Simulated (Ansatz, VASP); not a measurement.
# One calculation of Mg, two programs

INCAR

```
ALGO     = Normal         # electronic algorithm
EDIFF    = 1E-7           # SCF threshold, eV
ENCUT    = 520            # plane-wave cutoff, eV
GGA      = PE             # functional
ISIF     = 2              # what is computed and relaxed
ISMEAR   = 0              # smearing method
LASPH    = T              # aspherical terms in the spheres
LCHARG   = T              # write CHGCAR
LELF     = T              # ELF
LREAL    = F              # projectors in reciprocal space
LVHAR    = T            
LWAVE    = F              # write WAVECAR
NBANDS   = 7              # bands
NELM     = 100            # most SCF steps
PREC     = Accurate       # precision mode
SIGMA    = 0.1            # smearing width, eV
```

KPOINTS

```
k-points
0
Gamma
  10 10 10
```

POSCAR

```
Mg
1.0
   -1.8359916300      1.8359916300      1.6794040200
    1.8359916300     -1.8359916300      1.6794040200
    1.8359916300      1.8359916300     -1.6794040200
Mg
1
Direct
    0.0000000000      0.0000000000      0.0000000000
```

Input for Ansatz:

```yaml
crystal:
  lattice:
    - [-1.83599163, 1.83599163, 1.67940402]
    - [1.83599163, -1.83599163, 1.67940402]
    - [1.83599163, 1.83599163, -1.67940402]
  atoms:
    - { symbol: Mg, position: [0.0, 0.0, 0.0] }
basis:
  ecutwfc: 420
kpoints:
  mp_grid: { grid: [10, 10, 10] }
hamiltonian:
  xc: pbe
scf:
  occupations: { method: gaussian, width: 0.1 }
output:
  forces: true
  stress: true
  eigenvalues: true
```

Alike in both runs: task single point; functional PBE; k mesh 10 × 10 × 10; occupations gaussian, width 0.1 eV; no spin polarisation.

|  | VASP | Ansatz |
| --- | --- | --- |
| version | VASP 6.6.1 | Ansatz 0.2.0 |
| potentials or method | VASP PAW PBE potentials, release 64 (Mg), cutoff 520 eV | scalar-relativistic, plane waves, PAW |
| valence electrons in the cell | 2 | 10 |

|  | VASP | Ansatz | Ansatz less VASP |
| --- | --- | --- | --- |
| gap on the k mesh at the Fermi level (eV) | none | none | - |
| pressure (GPa) | 0.5 | 0.6 | +0.12 |
| traceless stress, the component that is largest in VASP (GPa) | 0.90 | 0.90 | +0.008 |

A gap of «none» marks a metal or a gap that the smearing closes. VASP's potentials hold 2 valence electrons a cell and Ansatz's 10, so a difference there can come from the potentials and not from the codes.
